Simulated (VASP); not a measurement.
# Si (Cmm2) in VASP: single point with PBE

Aim: the single point of Si with PBE.

All numbers are computed with VASP 6.6.1; they aren't measurements. Logs are shortened: lines on timing, memory, paths and dates and some standing lists are left out, and cuts for length are marked.

## 1. The cell of the first run

Symmetry: Cmm2, No. 35, orthorhombic system. Conventional cell: a = 7.735 Å, b = 7.735 Å, c = 5.470 Å, α = 90.00°, β = 90.00°, γ = 90.00°. Within 3.1 Å of Si (site symmetry mm2) lie 4 Si at 2.34 to 2.40 Å. Si (site symmetry 2) has 4 Si at 2.37 Å within 3.1 Å. Si (site symmetry mm2) has 4 Si at 2.37 Å within 3.1 Å. Within 3.1 Å of Si (site symmetry m) lie 4 Si at 2.34 to 2.37 Å. Si (site symmetry m) has 4 Si at 2.37 to 2.40 Å within 3.1 Å.

## 2. Single point, PBE (atom 1 (Si) moved +0.056 Å along Cartesian [0 1 0])

Input file INCAR:

```
SYSTEM = Si
ALGO     = Normal         ! electronic algorithm
EDIFF    = 1E-7           ! SCF threshold, eV
ENCUT    = 520            ! plane-wave cutoff, eV
GGA      = PE             ! functional
ISIF     = 2              ! what is computed and relaxed
ISMEAR   = 0              ! smearing method
LASPH    = .TRUE.         ! aspherical terms in the spheres
LCHARG   = .FALSE.        ! write CHGCAR
LREAL    = .FALSE.        ! projectors in reciprocal space
LWAVE    = .FALSE.        ! write WAVECAR
NBANDS   = 26             ! bands
NELM     = 60             ! most SCF steps
PREC     = Accurate       ! precision mode
SIGMA    = 0.05           ! smearing width, eV
```

Input file KPOINTS:

```
k-points
0
G
  6 6 6
  0 0 0
```

Input file POSCAR:

```
Si
1.0
    5.4697623842      0.0000000000      0.0000000000
    0.0000000000     -5.4697623842      0.0000000000
    0.0000000000      0.0000000000     -5.4697623842
Si
8
Direct
    0.5000000000     -0.0102929517      0.0000000000
    0.0000000000      0.5000000000      0.0000000000
    0.0000000000      0.0000000000      0.5000000000
    0.5000000000      0.5000000000      0.5000000000
    0.7500000000      0.7500000000      0.7500000000
    0.2500000000      0.2500000000      0.7500000000
    0.2500000000      0.7500000000      0.2500000000
    0.7500000000      0.2500000000      0.2500000000
```

Potentials or basis: VASP PAW PBE potentials, release 64 (Si).

Launch:

```sh
$ cat potpaw_PBE.64/Si/POTCAR > POTCAR
$ mpirun -np 1 vasp_std > vasp.out
```

OUTCAR:

```text
SYSTEM = Si
   EDIFF = 1E-7
   ENCUT = 520
   GGA = PE
   ISIF = 2
   ISMEAR = 0
   LASPH = .TRUE.
   LREAL = .FALSE.
   NELM = 60
   PREC = Accurate

 ion  position               nearest neighbor table
   1  0.500  0.990  0.000-   5 2.34   7 2.34   6 2.40   8 2.40
   2  0.000  0.500  0.000-   5 2.37   6 2.37   7 2.37   8 2.37
   3  0.000  0.000  0.500-   5 2.37   6 2.37   7 2.37   8 2.37
   4  0.500  0.500  0.500-   5 2.37   6 2.37   7 2.37   8 2.37
   5  0.750  0.750  0.750-   1 2.34   2 2.37   3 2.37   4 2.37
   6  0.250  0.250  0.750-   2 2.37   3 2.37   4 2.37   1 2.40
   7  0.250  0.750  0.250-   1 2.34   2 2.37   3 2.37   4 2.37
   8  0.750  0.250  0.250-   2 2.37   3 2.37   4 2.37   1 2.40

  LATTYP: Found a simple cubic cell.
 ALAT       =     5.4697623842

  Lattice vectors:

 A1 = (   5.4697623842,   0.0000000000,   0.0000000000)
 A2 = (   0.0000000000,  -5.4697623842,   0.0000000000)
 A3 = (   0.0000000000,   0.0000000000,  -5.4697623842)

Analysis of symmetry for initial positions (statically):
=====================================================================
 Subroutine PRICEL returns:
 Original cell was already a primitive cell.

 Routine SETGRP: Setting up the symmetry group for a
 simple cubic supercell.

 Subroutine GETGRP returns: Found  4 space group operations
 (whereof  2 operations were pure point group operations)
 out of a pool of 48 trial point group operations.

The static configuration has the point symmetry C_2 .
 The point group associated with its full space group is C_2v.

Analysis of symmetry for dynamics (positions and initial velocities):
=====================================================================
 Subroutine PRICEL returns:
 Original cell was already a primitive cell.

 Routine SETGRP: Setting up the symmetry group for a
 simple cubic supercell.

 Subroutine GETGRP returns: Found  4 space group operations
 (whereof  2 operations were pure point group operations)
 out of a pool of 48 trial point group operations.

The dynamic configuration has the point symmetry C_2 .
 The point group associated with its full space group is C_2v.

 Subroutine INISYM returns: Found  4 space group operations
 (whereof  2 operations are pure point group operations),
 and found     1 'primitive' translations

----------------------------------------------------------------------------------------

[... 104 lines left out ...]
   EDIFF  = 0.1E-06   stopping-criterion for ELM
   LREAL  =      F    real-space projection
   EDIFFG = 0.1E-05   stopping-criterion for IOM
   NSW    =      0    number of steps for IOM
   IBRION =     -1    ionic relax: 0-MD 1-quasi-New 2-CG
   NFREE  =      0    steps in history (QN), initial steepest desc. (CG)
   ISIF   =      2    stress and relaxation
   ISYM   =      2    0-nonsym 1-usesym 2-fastsym
   POTIM  = 0.5000    time-step for ionic-motion
   TEBEG  =    0.0;   TEEND  =   0.0 temperature during run
   PSTRESS=    0.0 pullay stress
   NELECT =      32.0000    total number of electrons
   NUPDOWN=      -1.0000    fix difference up-down
   EMIN   =  10.00;   EMAX   =-10.00  energy-range for DOS
   EFERMI =   0.00;   METHOD = LEGACY
   ISMEAR =     0;   SIGMA  =   0.05  broadening in eV -4-tet -1-fermi 0-gaus
   EFERMI_NEDOS =   21; number of points for ismear=-14 and -15
   IALGO  =     38    algorithm
   IMIX   =      4    mixing-type and parameters
     AMIX     =   0.40;   BMIX     =  1.00
     AMIX_MAG =   1.60;   BMIX_MAG =  1.00
  volume/ion in A,a.u.               =      20.46       138.04
  Fermi-wavevector in a.u.,A,eV,Ry     =   0.950218  1.795651 12.284882  0.902913
  Thomas-Fermi vector in A             =   2.078574
   LORBIT       =      0    0 simple, 1 ext, 2 COOP (PROOUT), +10 PAW based schemes
   GGA     = PE    functional components
   LHFCALC =     F    Hartree Fock is set to
   AEXX    =    0.0000 exact exchange contribution
   IVDW    =     0    specifies the selected vdW correction
   LEPSILON=     F    determine dielectric tensor
   LRPA    =     F    only Hartree local field effects (RPA)
 non-spin polarized calculation
 Gauss-broadening in eV      SIGMA  =   0.05
  energy-cutoff  :      520.00
  volume of cell :      163.65
 maximum number of plane-waves:      4436
 NGX is ok and might be reduce to    42
   NGX = 21   NGY = 21   NGZ = 21

 number of electron      31.9999994 magnetization

 Free energy of the ion-electron system (eV)
  ---------------------------------------------------
  ext. energy  EPLUGINS =         0.00000000
  ---------------------------------------------------
  free energy    TOTEN  =       -43.37816501 eV

  energy without entropy =      -43.37816501  energy(sigma->0) =      -43.37816501

 E-fermi :   5.9240     XC(G=0):  -9.3252

 val. band max:        5.6781744401   @ k =   0.0000   0.0000   0.0000
 cond. band min:       6.2177653473   @ k =   0.0000   0.1667   0.0000
 fundamental gap:      0.5395909072
 Fermi energy:         5.9239946839

 k-point     1 :       0.0000    0.0000    0.0000
  band No.  band energies     occupation
      1      -6.2023      2.00000
      2      -2.2240      2.00000
      3      -2.1802      2.00000
      4      -2.1348      2.00000
      5      -2.1346      2.00000
      6      -2.0910      2.00000
[... 685 lines left out ...]
     25      10.6797      0.00000
     26      10.6920      0.00000

 [... further k-points ...]
[... 5 lines left out ...]
  --------------------------------------------------------------------------------------
  -------------------------------------------------------------------------------------
  Total       -0.0079642     -0.0650939     -0.0079642      0.0000000      0.0000000      0.5088925
  in kB       -0.0779733     -0.6373025     -0.0779733      0.0000000      0.0000000      4.9823162
  external PRESSURE =      -0.2644163 kB  Pullay stress =       0.0000000 kB

 VOLUME and BASIS-vectors are now :
 -----------------------------------------------------------------------------
  energy-cutoff  :      520.00
  volume of cell :      163.65
      direct lattice vectors                 reciprocal lattice vectors
     5.469762384  0.000000000  0.000000000     0.182823298  0.000000000  0.000000000
     0.000000000 -5.469762384  0.000000000     0.000000000 -0.182823298  0.000000000
     0.000000000  0.000000000 -5.469762384     0.000000000  0.000000000 -0.182823298

 POSITION                                       TOTAL-FORCE (eV/Angst)
 -----------------------------------------------------------------------------------
      2.73488     -5.41346      0.00000         0.000000     -0.735461      0.000000
      0.00000     -2.73488      0.00000         0.000000      0.050004      0.000000
      0.00000      0.00000     -2.73488         0.000000     -0.096310      0.000000
      2.73488     -2.73488     -2.73488         0.000000      0.050004      0.000000
      4.10232     -4.10232     -4.10232         0.137757      0.187633      0.137757
      1.36744     -1.36744     -4.10232         0.119959      0.178248     -0.119959
      1.36744     -4.10232     -1.36744        -0.137757      0.187633     -0.137757
      4.10232     -1.36744     -1.36744        -0.119959      0.178248      0.119959
 -----------------------------------------------------------------------------------
    total drift:                                0.000000     -0.000026     -0.000000

  FREE ENERGIE OF THE ION-ELECTRON SYSTEM (eV)
  ---------------------------------------------------
  free  energy   TOTEN  =       -43.3781650089 eV

  energy  without entropy=      -43.3781650089  energy(sigma->0) =      -43.37816501
```

OSZICAR:

```text
N       E                     dE             d eps       ncg     rms          rms(c)
DAV:   1     0.697571787527E+02    0.69757E+02   -0.12060E+04  2704   0.101E+03
DAV:   2    -0.385808926750E+02   -0.10834E+03   -0.99696E+02  3506   0.151E+02
DAV:   3    -0.439620160716E+02   -0.53811E+01   -0.53020E+01  3514   0.306E+01
DAV:   4    -0.440486748282E+02   -0.86659E-01   -0.86510E-01  3358   0.500E+00
DAV:   5    -0.440505549928E+02   -0.18802E-02   -0.18790E-02  3442   0.690E-01    0.951E+00
DAV:   6    -0.435865908191E+02    0.46396E+00   -0.22079E-01  3088   0.179E+00    0.580E+00
DAV:   7    -0.433724921204E+02    0.21410E+00   -0.47113E-01  3082   0.272E+00    0.332E-01
DAV:   8    -0.433771189836E+02   -0.46269E-02   -0.28942E-02  3176   0.716E-01    0.135E-01
DAV:   9    -0.433779316346E+02   -0.81265E-03   -0.12470E-03  3380   0.176E-01    0.117E-01
DAV:  10    -0.433781591019E+02   -0.22747E-03   -0.31392E-04  3044   0.758E-02    0.160E-02
DAV:  11    -0.433781631924E+02   -0.40905E-05   -0.11872E-05  3494   0.178E-02    0.978E-03
DAV:  12    -0.433781651756E+02   -0.19833E-05   -0.27128E-06  3124   0.788E-03    0.224E-03
DAV:  13    -0.433781650100E+02    0.16563E-06   -0.11192E-07  2556   0.166E-03    0.153E-03
DAV:  14    -0.433781650089E+02    0.11460E-08   -0.10853E-07  2144   0.183E-03
   1 F= -.43378165E+02 E0= -.43378165E+02  d E =-.415592E-14
```

It took 2.2 min on 1 thread of Intel Xeon Platinum 8488C (Sapphire Rapids), shared host; peak memory 0.33 GiB.

Results:

| Property | Result |
| --- | --- |
| Free energy | -43.3782 eV |
| Pressure | 0.0 GPa |
| Largest force | 0.735 eV/Å |
| Band gap on the k mesh | 0.54 eV |

Forces on the atoms (eV/Å):
```
Si   0.000 -0.735  0.000
Si   0.000  0.050  0.000
Si   0.000 -0.096  0.000
Si   0.000  0.050  0.000
Si   0.138  0.188  0.138
Si   0.120  0.178 -0.120
Si  -0.138  0.188 -0.138
Si  -0.120  0.178  0.120
```

Caveat: the cell differs from its parent crystal (atom 1 (Si) moved +0.056 Å along Cartesian [0 1 0]); semilocal functionals underestimate gaps, and a narrow one can read as zero.
